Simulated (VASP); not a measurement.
# Sc (P6_3/mmc) in VASP: a series of runs

The runs below take Sc through electric field gradients, with PBEsol.

All numbers are computed with VASP 6.6.1; they aren't measurements. Logs are shortened: lines on timing, memory, paths and dates and some standing lists are left out, and cuts for length are marked.

## Step 1: The cell of the first run

It takes space group P6_3/mmc (No. 194, hexagonal). The conventional cell has a = 3.247 Å, b = 3.247 Å, c = 5.261 Å, α = 90.00°, β = 90.00°, γ = 120.00°. Within 4.2 Å of Sc (site symmetry -6m2) lie 12 Sc at 3.23 to 3.25 Å.

## Step 2: Electric field gradients, PBEsol, collinear spin (24.01 Å³/atom)

File INCAR:

```
SYSTEM = Sc
ALGO = Normal ; EDIFF = 1E-8
ENCUT = 400 ; GGA = PS
GGA_COMPAT = .False. ; ISIF = 2
ISMEAR = -1 ; ISPIN = 2
LASPH = .True. ; LCHARG = .False.
LEFG = .True. ; LMAXMIX = 4
LORBIT = 11 ; LREAL = .False.
LWAVE = .False. ; MAGMOM = 1 1
NBANDS = 22 ; NELM = 200
PREC = Accurate ; SIGMA = 0.08
```

File KPOINTS:

```
k-points
0
Gamma
  14 14 8
  0 0 0
```

File POSCAR:

```
Sc
1.0
    3.2467434858      0.0000000000      0.0000000000
   -1.6233717429      2.8117623383      0.0000000000
    0.0000000000      0.0000000000      5.2605017662
Sc
2
Direct
    0.3333333333      0.6666666667      0.2500000000
    0.6666666667      0.3333333333      0.7500000000
```

Potentials or basis: VASP PAW PBE potentials, release 64 (Sc_sv).

On the command line:

```
$ cat potpaw_PBE.64/Sc_sv/POTCAR > POTCAR
$ mpirun -np 1 vasp_std > vasp.out
```

OUTCAR:

```text
SYSTEM = Sc
   EDIFF = 1E-8
   ENCUT = 400
   GGA = PS
   ISIF = 2
   ISMEAR = -1
   ISPIN = 2
   LASPH = .True.
   LORBIT = 11
   LREAL = .False.
   NELM = 200
   PREC = Accurate

 ion  position               nearest neighbor table
   1  0.333  0.667  0.250-   2 3.23   2 3.23   2 3.23   2 3.23   2 3.23   2 3.23
   2  0.667  0.333  0.750-   1 3.23   1 3.23   1 3.23   1 3.23   1 3.23   1 3.23

  LATTYP: Found a hexagonal cell.
 ALAT       =     3.2467434858
 C/A-ratio  =     1.6202394150

  Lattice vectors:

 A1 = (   3.2467434858,   0.0000000000,   0.0000000000)
 A2 = (  -1.6233717429,   2.8117623383,   0.0000000000)
 A3 = (   0.0000000000,   0.0000000000,   5.2605017662)

Analysis of symmetry for initial positions (statically):
=====================================================================
 Subroutine PRICEL returns:
 Original cell was already a primitive cell.

 Routine SETGRP: Setting up the symmetry group for a
 hexagonal supercell.

 Subroutine GETGRP returns: Found 24 space group operations
 (whereof 12 operations were pure point group operations)
 out of a pool of 24 trial point group operations.

The static configuration has the point symmetry D_3d.
 The point group associated with its full space group is D_6h.

Analysis of symmetry for dynamics (positions and initial velocities):
=====================================================================
 Subroutine PRICEL returns:
 Original cell was already a primitive cell.

 Routine SETGRP: Setting up the symmetry group for a
 hexagonal supercell.

 Subroutine GETGRP returns: Found 24 space group operations
 (whereof 12 operations were pure point group operations)
 out of a pool of 24 trial point group operations.

The dynamic configuration has the point symmetry D_3d.
 The point group associated with its full space group is D_6h.

Analysis of structural, dynamic, and magnetic symmetry:
=====================================================================
 Subroutine PRICEL returns:
 Original cell was already a primitive cell.

 Routine SETGRP: Setting up the symmetry group for a
 hexagonal supercell.

 Subroutine GETGRP returns: Found 24 space group operations
 (whereof 12 operations were pure point group operations)
 out of a pool of 24 trial point group operations.

The overall configuration has the point symmetry D_3d.
 The point group associated with its full space group is D_6h.

 Subroutine INISYM returns: Found 24 space group operations
 (whereof 12 operations are pure point group operations),
 and found     1 'primitive' translations

----------------------------------------------------------------------------------------

                                     Primitive cell

  volume of cell :      48.0235

  direct lattice vectors                    reciprocal lattice vectors
     3.246743486  0.000000000  0.000000000     0.308000926  0.177824418  0.000000000
    -1.623371743  2.811762338  0.000000000     0.000000000  0.355648835  0.000000000
     0.000000000  0.000000000  5.260501766     0.000000000  0.000000000  0.190095935

  length of vectors
     3.246743486  3.246743486  5.260501766     0.355648835  0.355648835  0.190095935

  position of ions in fractional coordinates (direct lattice)
     0.333333333  0.666666667  0.250000000
     0.666666667  0.333333333  0.750000000

  ion indices of the primitive-cell ions
   primitive index   ion index
                 1           1
                 2           2

----------------------------------------------------------------------------------------

 KPOINTS: k-points

Automatic generation of k-mesh.
 Grid dimensions read from file:
 generate k-points for:   14   14    8

 Generating k-lattice:

  Cartesian coordinates                     Fractional coordinates (reciprocal lattice)
     0.022000066  0.012701744  0.000000000     0.071428571  0.000000000  0.000000000
     0.000000000  0.025403488  0.000000000     0.000000000  0.071428571  0.000000000
     0.000000000  0.000000000  0.023761992     0.000000000  0.000000000  0.125000000

  Length of vectors
[... 62 lines left out ...]
   ISYM   =      2    0-nonsym 1-usesym 2-fastsym
   POTIM  = 0.5000    time-step for ionic-motion
   TEBEG  =    0.0;   TEEND  =   0.0 temperature during run
   PSTRESS=    0.0 pullay stress
   NELECT =      22.0000    total number of electrons
   NUPDOWN=      -1.0000    fix difference up-down
   EMIN   =  10.00;   EMAX   =-10.00  energy-range for DOS
   EFERMI =   0.00;   METHOD = LEGACY
   ISMEAR =    -1;   SIGMA  =   0.08  broadening in eV -4-tet -1-fermi 0-gaus
   EFERMI_NEDOS =   21; number of points for ismear=-14 and -15
   IALGO  =     38    algorithm
   IMIX   =      4    mixing-type and parameters
     AMIX     =   0.40;   BMIX     =  1.00
     AMIX_MAG =   1.60;   BMIX_MAG =  1.00
  volume/ion in A,a.u.               =      24.01       162.04
  Fermi-wavevector in a.u.,A,eV,Ry     =   1.262015  2.384862 21.669748  1.592682
  Thomas-Fermi vector in A             =   2.395445
   LORBIT       =     11    0 simple, 1 ext, 2 COOP (PROOUT), +10 PAW based schemes
   GGA     = PS    functional components
   LHFCALC =     F    Hartree Fock is set to
   AEXX    =    0.0000 exact exchange contribution
   IVDW    =     0    specifies the selected vdW correction
   LEPSILON=     F    determine dielectric tensor
   LRPA    =     F    only Hartree local field effects (RPA)
 spin polarized calculation
  energy-cutoff  :      400.00
  volume of cell :       48.02
 maximum number of plane-waves:       883
 NGX is ok and might be reduce to    24
   NGX = 11   NGY = 11   NGZ = 17

 number of electron      21.9999990 magnetization       0.0088652

 number of electron      21.9999990 magnetization      -0.0000065

 Free energy of the ion-electron system (eV)
  ---------------------------------------------------
  ext. energy  EPLUGINS =         0.00000000
  ---------------------------------------------------
  free energy    TOTEN  =       -13.23783703 eV

  energy without entropy =      -13.15267162  energy(sigma->0) =      -13.19525432

 E-fermi :   3.7360     XC(G=0): -10.0981

 val. band max:        3.7339351404   @ k =   0.2857   0.0714   0.3750
 cond. band min:       3.7499096223   @ k =   0.3571   0.2857   0.5000
 fundamental gap:      0.0159744819
 Fermi energy:         3.7360494915

 spin component 1

 k-point     1 :       0.0000    0.0000    0.0000
  band No.  band energies     occupation
      1     -45.4035      1.00000
      2     -45.3337      1.00000
      3     -24.3310      1.00000
      4     -23.9513      1.00000
      5     -23.9513      1.00000
      6     -23.8917      1.00000
[... 589 lines left out ...]
     21       9.8081      0.00000
     22      12.7280      0.00000

 [... further k-points ...]

 spin component 2

 k-point     1 :       0.0000    0.0000    0.0000
  band No.  band energies     occupation
      1     -45.4035      1.00000
      2     -45.3337      1.00000
      3     -24.3310      1.00000
      4     -23.9513      1.00000
      5     -23.9513      1.00000
      6     -23.8917      1.00000
[... 589 lines left out ...]
     21       9.8081      0.00000
     22      12.7280      0.00000

 [... further k-points ...]

------------------------ aborting loop because EDIFF is reached ----------------------------------------

  FORCE on cell =-STRESS in cart. coord.  units (eV):
  Direction    XX          YY          ZZ          XY          YZ          ZX
  --------------------------------------------------------------------------------------
  -------------------------------------------------------------------------------------
  Total        0.0909808      0.0909808     -0.7962800     -0.0000000      0.0000000      0.0000000
  in kB        3.0353337      3.0353337    -26.5657842     -0.0000000      0.0000000      0.0000000
  external PRESSURE =      -6.8317056 kB  Pullay stress =       0.0000000 kB

 VOLUME and BASIS-vectors are now :
 -----------------------------------------------------------------------------
  energy-cutoff  :      400.00
  volume of cell :       48.02
      direct lattice vectors                 reciprocal lattice vectors
     3.246743486  0.000000000  0.000000000     0.308000926  0.177824418  0.000000000
    -1.623371743  2.811762338  0.000000000     0.000000000  0.355648835  0.000000000
     0.000000000  0.000000000  5.260501766     0.000000000  0.000000000  0.190095935

 POSITION                                       TOTAL-FORCE (eV/Angst)
 -----------------------------------------------------------------------------------
     -0.00000      1.87451      1.31513        -0.000000      0.000000      0.000000
      1.62337      0.93725      3.94538         0.000000      0.000000      0.000000
 -----------------------------------------------------------------------------------
    total drift:                                0.000000     -0.000000      0.000000

  FREE ENERGIE OF THE ION-ELECTRON SYSTEM (eV)
  ---------------------------------------------------
  free  energy   TOTEN  =       -13.2378370274 eV

  energy  without entropy=      -13.1526716201  energy(sigma->0) =      -13.19525432

 Electric field gradients (V/A^2)
---------------------------------------------------------------------
 ion       V_xx      V_yy      V_zz      V_xy      V_xz      V_yz
---------------------------------------------------------------------
   1      -3.518    -3.518     7.035    -0.000    -0.000     0.000
   2      -3.518    -3.518     7.035    -0.000     0.000    -0.000
---------------------------------------------------------------------

 Electric field gradients after diagonalization (V/A^2)
 (convention: |V_zz| > |V_xx| > |V_yy|)
----------------------------------------------------------------------
 ion       V_xx      V_yy      V_zz     asymmetry (V_yy - V_xx)/ V_zz
----------------------------------------------------------------------
   1      -3.518    -3.517     7.035       0.000
   2      -3.518    -3.517     7.035       0.000
----------------------------------------------------------------------

           NMR quadrupolar parameters

 Cq : quadrupolar parameter    Cq=e*Q*V_zz/h
 eta: asymmetry parameters     (V_yy - V_xx)/ V_zz
 Q  : nuclear electric quadrupole moment in mb (millibarn)
----------------------------------------------------------------------
 ion       Cq(MHz)       eta       Q (mb)
----------------------------------------------------------------------
   1       0.017       0.000       1.000
   2       0.017       0.000       1.000
----------------------------------------------------------------------

 total charge

# of ion       s       p       d       tot
------------------------------------------
    1        2.281   6.108   1.019   9.408
    2        2.281   6.108   1.019   9.408
--------------------------------------------------
tot          4.563  12.216   2.038  18.817

 magnetization (x)

# of ion       s       p       d       tot
------------------------------------------
    1        0.000  -0.000   0.000   0.000
    2        0.000  -0.000   0.000   0.000
--------------------------------------------------
tot          0.000  -0.000   0.000   0.000
```

It took 4.6 min on 1 thread of Oxide Virtual Turin-like, shared host; peak memory 0.22 GiB.

What came out:

- Free energy: -13.2378 eV
- Pressure: -0.7 GPa
- Band gap on the k mesh: zero (filled and empty bands overlap)
- Net moment: 0.00 μB per cell
- Largest electric field gradient by atom: Sc +7.0 V/Å²
- Valence electrons inside the program's atomic spheres: Sc 9.41

Levels at points of the mesh, in eV from the Fermi level:
Spin up:
| k point | band 8 | band 9 | band 10 | band 11 | band 12 | band 13 | band 14 | band 15 |
| --- | --- | --- | --- | --- | --- | --- | --- | --- |
| (0.00, 0.00, 0.00) | -27.62 | -5.20 | -1.76 | 0.39 | 1.65 | 1.65 | 1.66 | 2.06 |
| (0.50, 0.00, 0.00) | -27.68 | -1.59 | -1.08 | -0.76 | -0.22 | 1.20 | 1.50 | 1.76 |
| (0.00, 0.00, 0.50) | -27.66 | -3.70 | -3.70 | 0.84 | 0.84 | 1.61 | 1.61 | 1.61 |
| (0.50, 0.00, 0.50) | -27.73 | -1.53 | -1.53 | 0.03 | 0.03 | 1.31 | 1.31 | 2.52 |
Spin down:
| k point | band 7 | band 8 | band 9 | band 10 | band 11 | band 12 | band 13 | band 14 | band 15 | band 16 |
| --- | --- | --- | --- | --- | --- | --- | --- | --- | --- | --- |
| (0.00, 0.00, 0.00) | -27.63 | -27.62 | -5.20 | -1.76 | 0.39 | 1.65 | 1.65 | 1.66 | 2.06 | 2.06 |
| (0.50, 0.00, 0.00) | -27.73 | -27.68 | -1.59 | -1.08 | -0.76 | -0.22 | 1.20 | 1.50 | 1.76 | 3.97 |
| (0.00, 0.00, 0.50) | -27.66 | -27.66 | -3.70 | -3.70 | 0.84 | 0.84 | 1.61 | 1.61 | 1.61 | 1.61 |
| (0.50, 0.00, 0.50) | -27.73 | -27.73 | -1.53 | -1.53 | 0.03 | 0.03 | 1.31 | 1.31 | 2.52 | 2.52 |

Electric field gradients, principal values (V/Å²):
```
atom   least  middle  greatest (by size)
1 Sc  -3.517  -3.518               7.035
2 Sc  -3.517  -3.518               7.035
```

Caveat: without QUAD_EFG the Cq values of the log hold for a quadrupole moment of 1 mb, not for the nuclei; the PAW data sets were made with another functional, which shifts forces and pressure a little.

(Part 1 of 2 ends here.)
